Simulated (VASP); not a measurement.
# CoSi2 in VASP: further runs

Runs on CoSi2. Level: PBEsol. Tasks: electric field gradients.

Everything below comes from runs of VASP 6.6.1. Logs are shortened: lines on timing, memory, paths and dates and some standing lists are left out, and cuts for length are marked.

## (1) The cell of the first run

It takes space group I4/mmm (No. 139, tetragonal). The conventional cell has a = 3.832 Å, b = 3.832 Å, c = 5.365 Å, α = 90.00°, β = 90.00°, γ = 90.00°. Within 3.1 Å of Co (site symmetry 4/mmm) lie 8 Si at 2.34 Å. Within 3.1 Å of Si (site symmetry -4m2) lie 4 Co at 2.34 Å and 6 Si at 2.68 to 2.71 Å.

## (2) Electric field gradients, PBEsol, collinear spin, ferromagnetic start (equal xx and yy strain of +1 %)

The input, INCAR:

```
SYSTEM = CoSi2
PREC     = Accurate       ! precision mode
ENCUT    = 520            ! plane-wave cutoff, eV
EDIFF    = 1E-8           ! SCF threshold, eV
ISMEAR   = -1             ! smearing method
SIGMA    = 0.05           ! smearing width, eV
LREAL    = .False.        ! projectors in reciprocal space
LASPH    = .True.         ! aspherical terms in the spheres
NELM     = 150            ! most SCF steps
ALGO     = Normal         ! electronic algorithm
ISIF     = 2              ! what is computed and relaxed
LWAVE    = .False.        ! write WAVECAR
LCHARG   = .False.        ! write CHGCAR
ISPIN    = 2              ! spin polarisation
MAGMOM   = 2 0 0          ! initial moments
LORBIT   = 11             ! projections on sites
LMAXMIX  = 4              ! l up to which the mixer works
GGA      = PS             ! functional
LEFG     = .True.       
NBANDS   = 20             ! bands
```

The input, KPOINTS:

```
Automatic mesh
0
Gamma
  11 11 11
  0 0 0
```

The input, POSCAR:

```
CoSi2
1.0
    0.0000000000      2.7093250000      2.6825000000
    2.7093250000      0.0000000000      2.6825000000
    2.7093250000      2.7093250000      0.0000000000
Co Si
1 2
Direct
    0.0000000000      0.0000000000      0.0000000000
    0.2500000000      0.2500000000      0.2500000000
    0.7500000000      0.7500000000      0.7500000000
```

Potentials or basis: VASP PAW PBE potentials, release 64 (Co, Si).

Run with:

```bash
$ cat potpaw_PBE.64/Co/POTCAR potpaw_PBE.64/Si/POTCAR > POTCAR
$ mpirun -np 1 vasp_std > vasp.out
```

OUTCAR:

```text
SYSTEM = CoSi2
   PREC = Accurate
   ENCUT = 520
   EDIFF = 1E-8
   ISMEAR = -1
   LREAL = .False.
   LASPH = .True.
   NELM = 150
   ISIF = 2
   ISPIN = 2
   LORBIT = 11
   GGA = PS

 ion  position               nearest neighbor table
   1  0.000  0.000  0.000-   3 2.34   3 2.34   3 2.34   2 2.34   3 2.34   2 2.34   2 2.34   2 2.34

   2  0.250  0.250  0.250-   1 2.34   1 2.34   1 2.34   1 2.34   3 2.68   3 2.68   3 2.71   3 2.71
                             3 2.71   3 2.71
   3  0.750  0.750  0.750-   1 2.34   1 2.34   1 2.34   1 2.34   2 2.68   2 2.68   2 2.71   2 2.71
                             2 2.71   2 2.71

  LATTYP: Found a body centered tetragonal cell.
 ALAT       =     3.8315641599
 C/A-ratio  =     1.4002114479

  Lattice vectors:

 A1 = (   0.0000000000,  -2.7093250000,  -2.6825000000)
 A2 = (   0.0000000000,   2.7093250000,  -2.6825000000)
 A3 = (   2.7093250000,   0.0000000000,   2.6825000000)

Analysis of symmetry for initial positions (statically):
=====================================================================
 Subroutine PRICEL returns:
 Original cell was already a primitive cell.

 Routine SETGRP: Setting up the symmetry group for a
 body centered tetragonal supercell.

 Subroutine GETGRP returns: Found 16 space group operations
 (whereof 16 operations were pure point group operations)
 out of a pool of 16 trial point group operations.

The static configuration has the point symmetry D_4h.

Analysis of symmetry for dynamics (positions and initial velocities):
=====================================================================
 Subroutine PRICEL returns:
 Original cell was already a primitive cell.

 Routine SETGRP: Setting up the symmetry group for a
 body centered tetragonal supercell.

 Subroutine GETGRP returns: Found 16 space group operations
 (whereof 16 operations were pure point group operations)
 out of a pool of 16 trial point group operations.

The dynamic configuration has the point symmetry D_4h.

Analysis of structural, dynamic, and magnetic symmetry:
=====================================================================
 Subroutine PRICEL returns:
 Original cell was already a primitive cell.

 Routine SETGRP: Setting up the symmetry group for a
 body centered tetragonal supercell.

 Subroutine GETGRP returns: Found 16 space group operations
 (whereof 16 operations were pure point group operations)
 out of a pool of 16 trial point group operations.

The overall configuration has the point symmetry D_4h.

 Subroutine INISYM returns: Found 16 space group operations
 (whereof 16 operations are pure point group operations),
 and found     1 'primitive' translations

----------------------------------------------------------------------------------------

                                     Primitive cell

  volume of cell :      39.3815

  direct lattice vectors                    reciprocal lattice vectors
     0.000000000  2.709325000  2.682500000    -0.184547812  0.184547812  0.186393290
     2.709325000  0.000000000  2.682500000     0.184547812 -0.184547812  0.186393290
     2.709325000  2.709325000  0.000000000     0.184547812  0.184547812 -0.186393290

  length of vectors
     3.812643205  3.812643205  3.831564160     0.320715213  0.320715213  0.320715213

  position of ions in fractional coordinates (direct lattice)
     0.000000000  0.000000000  0.000000000
     0.250000000  0.250000000  0.250000000
     0.750000000  0.750000000  0.750000000

  ion indices of the primitive-cell ions
   primitive index   ion index
                 1           1
                 2           2
                 3           3

----------------------------------------------------------------------------------------

 KPOINTS: Automatic mesh

Automatic generation of k-mesh.
 Grid dimensions read from file:
 generate k-points for:   11   11   11

 Generating k-lattice:

  Cartesian coordinates                     Fractional coordinates (reciprocal lattice)
    -0.016777074  0.016777074  0.016944845     0.090909091  0.000000000  0.000000000
     0.016777074 -0.016777074  0.016944845     0.000000000  0.090909091  0.000000000
     0.016777074  0.016777074 -0.016944845     0.000000000  0.000000000  0.090909091

  Length of vectors
     0.029155928  0.029155928  0.029155928

  Shift w.r.t. Gamma in fractional coordinates (k-lattice)
     0.000000000  0.000000000  0.000000000

 Subroutine IBZKPT returns following result:
 ===========================================

 Found    126 irreducible k-points:

 Following reciprocal coordinates:
            Coordinates               Weight
  0.000000  0.000000  0.000000      1.000000
  0.090909  0.000000  0.000000      8.000000
  0.181818  0.000000  0.000000      8.000000
  0.272727  0.000000  0.000000      8.000000
  0.363636  0.000000  0.000000      8.000000
  0.454545  0.000000  0.000000      8.000000
[... 16 lines left out ...]
 -0.272727  0.181818  0.000000      8.000000
 -0.181818  0.181818  0.000000      4.000000
 [... further k-points ...]
   k-points           NKPTS =    126   k-points in BZ     NKDIM =    126   number of bands    NBANDS=     20
   number of dos      NEDOS =    301   number of ions     NIONS =      3
   total plane-waves  NPLWV =  21952
   dimension x,y,z NGX =    28 NGY =   28 NGZ =   28
   dimension x,y,z NGXF=    56 NGYF=   56 NGZF=   56
   ions per type =               1   2
   NGX,Y,Z   is equivalent  to a cutoff of  12.21, 12.21, 12.15 a.u.
   NGXF,Y,Z  is equivalent  to a cutoff of  24.42, 24.42, 24.30 a.u.
 SYSTEM =  CoSi2
   PREC   = accura    normal or accurate (medium, high low for compatibility)
   ISTART =      0    job   : 0-new  1-cont  2-samecut
   ICHARG =      2    charge: 1-file 2-atom 10-const
   ISPIN  =      2    spin polarized calculation?
   LNONCOLLINEAR =      F non collinear calculations
   LSORBIT =      F    spin-orbit coupling
   LASPH  =      T    aspherical Exc in radial PAW
   ENCUT  =  520.0 eV  38.22 Ry    6.18 a.u.   7.09  7.09  7.12*2*pi/ulx,y,z
   NELM   =    150;   NELMIN=  2; NELMDL= -5     # of ELM steps
   EDIFF  = 0.1E-07   stopping-criterion for ELM
   LREAL  =      F    real-space projection
   EDIFFG = 0.1E-06   stopping-criterion for IOM
   NSW    =      0    number of steps for IOM
   IBRION =     -1    ionic relax: 0-MD 1-quasi-New 2-CG
   NFREE  =      0    steps in history (QN), initial steepest desc. (CG)
   ISIF   =      2    stress and relaxation
   ISYM   =      2    0-nonsym 1-usesym 2-fastsym
   POTIM  = 0.5000    time-step for ionic-motion
   TEBEG  =    0.0;   TEEND  =   0.0 temperature during run
   PSTRESS=    0.0 pullay stress
   NELECT =      17.0000    total number of electrons
   NUPDOWN=      -1.0000    fix difference up-down
   EMIN   =  10.00;   EMAX   =-10.00  energy-range for DOS
   EFERMI =   0.00;   METHOD = LEGACY
   ISMEAR =    -1;   SIGMA  =   0.05  broadening in eV -4-tet -1-fermi 0-gaus
   EFERMI_NEDOS =   21; number of points for ismear=-14 and -15
   IALGO  =     38    algorithm
   IMIX   =      4    mixing-type and parameters
     AMIX     =   0.40;   BMIX     =  1.00
     AMIX_MAG =   1.60;   BMIX_MAG =  1.00
  volume/ion in A,a.u.               =      13.13        88.59
  Fermi-wavevector in a.u.,A,eV,Ry     =   1.237259  2.338080 20.827920  1.530809
  Thomas-Fermi vector in A             =   2.371833
   LORBIT       =     11    0 simple, 1 ext, 2 COOP (PROOUT), +10 PAW based schemes
   GGA     = PS    functional components
   LHFCALC =     F    Hartree Fock is set to
   AEXX    =    0.0000 exact exchange contribution
   IVDW    =     0    specifies the selected vdW correction
   LEPSILON=     F    determine dielectric tensor
   LRPA    =     F    only Hartree local field effects (RPA)
 spin polarized calculation
  energy-cutoff  :      520.00
  volume of cell :       39.38
 maximum number of plane-waves:      1074
   NGX = 15   NGY = 15   NGZ = 15

 number of electron      16.9999992 magnetization       0.0001155

 number of electron      16.9999992 magnetization      -0.0000039

 Free energy of the ion-electron system (eV)
  ---------------------------------------------------
  ext. energy  EPLUGINS =         0.00000000
  ---------------------------------------------------
  free energy    TOTEN  =       -20.93418637 eV

  energy without entropy =      -20.92557704  energy(sigma->0) =      -20.92988171

 E-fermi :   9.6608     XC(G=0): -11.7422

 val. band max:        9.6552376260   @ k =   0.3636  -0.0000   0.1818
 cond. band min:       9.6631597205   @ k =  -0.2727   0.0000   0.2727
 fundamental gap:      0.0079220946
 Fermi energy:         9.6608059268

 spin component 1

 k-point     1 :       0.0000    0.0000    0.0000
  band No.  band energies     occupation
      1      -3.2634      1.00000
      2       5.6608      1.00000
      3       5.7098      1.00000
      4       5.7098      1.00000
      5       7.8174      1.00000
      6       7.8622      1.00000
[... 541 lines left out ...]
     19      23.5264      0.00000
     20      25.3821      0.00000

 [... further k-points ...]

 spin component 2

 k-point     1 :       0.0000    0.0000    0.0000
  band No.  band energies     occupation
      1      -3.2634      1.00000
      2       5.6608      1.00000
      3       5.7098      1.00000
      4       5.7098      1.00000
      5       7.8174      1.00000
      6       7.8622      1.00000
[... 541 lines left out ...]
     19      23.5264      0.00000
     20      25.3821      0.00000

 [... further k-points ...]
[... 5 lines left out ...]
  --------------------------------------------------------------------------------------
  -------------------------------------------------------------------------------------
  Total       -2.1763208     -2.1763208     -1.9446224      0.0000000     -0.0000000      0.0000000
  in kB      -88.5404154    -88.5404154    -79.1141058      0.0000000     -0.0000000      0.0000000
  external PRESSURE =     -85.3983122 kB  Pullay stress =       0.0000000 kB

 VOLUME and BASIS-vectors are now :
 -----------------------------------------------------------------------------
  energy-cutoff  :      520.00
  volume of cell :       39.38
      direct lattice vectors                 reciprocal lattice vectors
     0.000000000  2.709325000  2.682500000    -0.184547812  0.184547812  0.186393290
     2.709325000  0.000000000  2.682500000     0.184547812 -0.184547812  0.186393290
     2.709325000  2.709325000  0.000000000     0.184547812  0.184547812 -0.186393290

 POSITION                                       TOTAL-FORCE (eV/Angst)
 -----------------------------------------------------------------------------------
      0.00000      0.00000      0.00000         0.000000      0.000000      0.000000
      1.35466      1.35466      1.34125        -0.000000      0.000000     -0.000000
      4.06399      4.06399      4.02375         0.000000     -0.000000      0.000000
 -----------------------------------------------------------------------------------
    total drift:                               -0.000000     -0.000000      0.000000

  FREE ENERGIE OF THE ION-ELECTRON SYSTEM (eV)
  ---------------------------------------------------
  free  energy   TOTEN  =       -20.9341863750 eV

  energy  without entropy=      -20.9255770447  energy(sigma->0) =      -20.92988171

 Electric field gradients (V/A^2)
---------------------------------------------------------------------
 ion       V_xx      V_yy      V_zz      V_xy      V_xz      V_yz
---------------------------------------------------------------------
   1       0.105     0.105    -0.211    -0.001    -0.001    -0.001
   2       0.139     0.139    -0.278    -0.000    -0.000    -0.000
   3       0.139     0.139    -0.278    -0.000    -0.000    -0.000
---------------------------------------------------------------------

 Electric field gradients after diagonalization (V/A^2)
 (convention: |V_zz| > |V_xx| > |V_yy|)
----------------------------------------------------------------------
 ion       V_xx      V_yy      V_zz     asymmetry (V_yy - V_xx)/ V_zz
----------------------------------------------------------------------
   1       0.106     0.105    -0.211       0.006
   2       0.139     0.139    -0.278       0.001
   3       0.139     0.139    -0.278       0.001
----------------------------------------------------------------------

           NMR quadrupolar parameters

 Cq : quadrupolar parameter    Cq=e*Q*V_zz/h
 eta: asymmetry parameters     (V_yy - V_xx)/ V_zz
 Q  : nuclear electric quadrupole moment in mb (millibarn)
----------------------------------------------------------------------
 ion       Cq(MHz)       eta       Q (mb)
----------------------------------------------------------------------
   1      -0.001       0.006       1.000
   2      -0.001       0.001       1.000
   3      -0.001       0.001       1.000
----------------------------------------------------------------------

 total charge

# of ion       s       p       d       tot
------------------------------------------
    1        0.530   0.693   7.576   8.798
    2        0.718   0.855   0.000   1.572
    3        0.718   0.855   0.000   1.572
--------------------------------------------------
tot          1.965   2.402   7.576  11.943

 magnetization (x)

# of ion       s       p       d       tot
------------------------------------------
    1       -0.000  -0.000  -0.000  -0.000
    2        0.000   0.000   0.000   0.000
    3        0.000   0.000   0.000   0.000
--------------------------------------------------
tot          0.000   0.000  -0.000  -0.000
```

Run time: 2.3 min. Hardware: 1 thread of Intel Xeon Platinum 8488C (Sapphire Rapids), shared host; peak memory 0.28 GiB.

What came out:

```
Free energy                                           : -20.9342 eV
Pressure                                              : -8.5 GPa
Net moment                                            : 0.00 μB per cell
Largest electric field gradient by atom               : Co -0.21; Si -0.28 V/Å²
Valence electrons inside the program's atomic spheres : Co 8.80; Si 1.57
```

Stress tensor (GPa, compression positive):
```
-8.85  0.00  0.00
 0.00 -8.85  0.00
 0.00  0.00 -7.91
```

Caveat: the cell differs from its parent crystal (equal xx and yy strain of +1 %); the cell stands under tension; the moments typed at the start vanished in this run; without QUAD_EFG the Cq values of the log hold for a quadrupole moment of 1 mb, not for the nuclei; the PAW data sets were made with another functional, which shifts forces and pressure a little.

(Continued in part 2 of 3.)
